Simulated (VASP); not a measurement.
Runs of VASP 6.6.1 on Pb. The structure is that of space group P6_3/mmc (No. 194), or close to it. The cells are those of the table. This isn't the form of Pb at room conditions, which is fcc.

```tsv
task	cell	k mesh	cutoff (eV)	gap on the mesh (eV)	pressure (GPa)
single point	a = 3.700, b = 3.700, c = 6.101 Å, angles 90.0, 90.0, 120.0°, 2 atoms	11 × 11 × 6	520	none	(a)
relaxation of cell and atoms	relaxed from a = 3.501, b = 3.501, c = 5.716 Å, angles 90.0, 90.0, 120.0°, 2 atoms	10 × 10 × 6	600	none	0.0
single point	a = 3.652, b = 3.652, c = 6.022 Å, angles 90.0, 90.0, 120.0°, 2 atoms	10 × 10 × 6	520	none	0.0
single point	a = 3.552, b = 3.552, c = 5.857 Å, angles 90.0, 90.0, 120.0°, 2 atoms	11 × 11 × 6	520	none	3.0
single point	a = 3.603, b = 3.603, c = 5.941 Å, angles 90.0, 90.0, 120.0°, 2 atoms	11 × 11 × 6	520	none	1.2
single point	a = 3.747, b = 3.747, c = 6.178 Å, angles 90.0, 90.0, 120.0°, 2 atoms	11 × 11 × 6	520	none	(b)
single point	a = 3.652, b = 3.652, c = 6.022 Å, angles 90.0, 90.0, 120.0°, 2 atoms	11 × 11 × 6	520	none	-0.1
single point	a = 3.793, b = 3.793, c = 6.254 Å, angles 90.0, 90.0, 120.0°, 2 atoms	11 × 11 × 6	520	none	-2.8
```

Alike in all rows: level BLYP; potentials or basis VASP PAW PBE potentials, release 64 (Pb_d); no spin polarisation; smearing fermi-dirac 0.1 eV.

Fill in the values left out.

(a) -1.2; (b) -2.1.

Caveats: the PAW data sets were made with another functional, which shifts forces and pressure a little; spin-orbit coupling is left out, which moves the levels of the heavy elements.

A k mesh can miss the band edges, and the runs leave out spin-orbit coupling on Pb.

A gap of «none» marks levels without a gap at the run's occupations.
